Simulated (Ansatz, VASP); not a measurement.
One calculation of AlN, two programs

File INCAR:

```
SYSTEM = AlN
  ALGO = Normal
  EDIFF = 1E-6
  ENCUT = 520
  ISIF = 2
  ISMEAR = 0
  LASPH = .TRUE.
  LCHARG = .TRUE.
  LELF = .TRUE.
  LREAL = .FALSE.
  LVHAR = .TRUE.
  LWAVE = .FALSE.
  NBANDS = 16
  NELM = 80
  PREC = Accurate
  SIGMA = 0.05
```

The input KPOINTS:

```
k-points
0
G
  9 9 6
  0 0 0
```

Contents of POSCAR:

```
AlN
1.0
    3.0887424016      0.0000000000      0.0000000000
   -1.5443712008      2.6749293856      0.0000000000
    0.0000000000      0.0000000000      4.9437688231
Al N
2 2
Direct
    0.3429784478      0.6859568955      0.0015212672
    0.6570215522      0.3140431045      0.5015212672
    0.3247266867      0.6494533735      0.3834787328
    0.6752733133      0.3505466265      0.8834787328
```

Input for Ansatz:

```yaml
crystal:
  lattice:
    - [3.0887424016, 0.0, 0.0]
    - [-1.5443712008, 2.6749293856, 0.0]
    - [0.0, 0.0, 4.9437688231]
  atoms:
    - { symbol: Al, position: [0.3429784478, 0.6859568955, 0.0015212672] }
    - { symbol: Al, position: [0.6570215522, 0.3140431045, 0.5015212672] }
    - { symbol: "N", position: [0.3247266867, 0.6494533735, 0.3834787328] }
    - { symbol: "N", position: [0.6752733133, 0.3505466265, 0.8834787328] }
basis:
  ecutwfc: 520.0
kpoints:
  mp_grid: { grid: [9, 9, 6] }
hamiltonian:
  xc: lda
scf:
  occupations: { method: gaussian, width: 0.05 }
output:
  forces: true
  stress: true
  eigenvalues: true
```

Change from the starting cell: mode 5 frozen in at +0.052 Å, equal normal strain along x, y and z +0.0000.

Alike in both runs: task single point; functional LDA; k mesh 9 × 9 × 6; occupations gaussian, width 0.05 eV; no spin polarisation.

|  | VASP | Ansatz |
| --- | --- | --- |
| version | VASP 6.6.1 | Ansatz 0.2.0 |
| potentials or method | VASP PAW LDA potentials, release 64 (Al, N), cutoff 520 eV | scalar-relativistic, plane waves, PAW |
| valence electrons in the cell | 16 | 16 |

VASP gave:

| Quantity | Value |
| --- | --- |
| gap on the k mesh at the Fermi level (eV) | 4.39 |
| least direct gap on the mesh (eV) | 4.39 |
| pressure (GPa) | 0.5 |
| traceless stress, the component that is largest in VASP (GPa) | -0.32 |
| rms of the force components (eV/Å) | 0.136 |

**Question.** Estimate Ansatz's values.

**Answer.** gap on the k mesh at the Fermi level (eV): 4.39; least direct gap on the mesh (eV): 4.39; pressure (GPa): -0.1; traceless stress, the component that is largest in VASP (GPa): -0.34; rms of the force components (eV/Å): 0.136.

LDA's correlation is that of Perdew and Zunger in VASP and of Perdew and Wang (1992) in Ansatz. Atom by atom the forces differ by 0.001 eV/Å (rms over components).
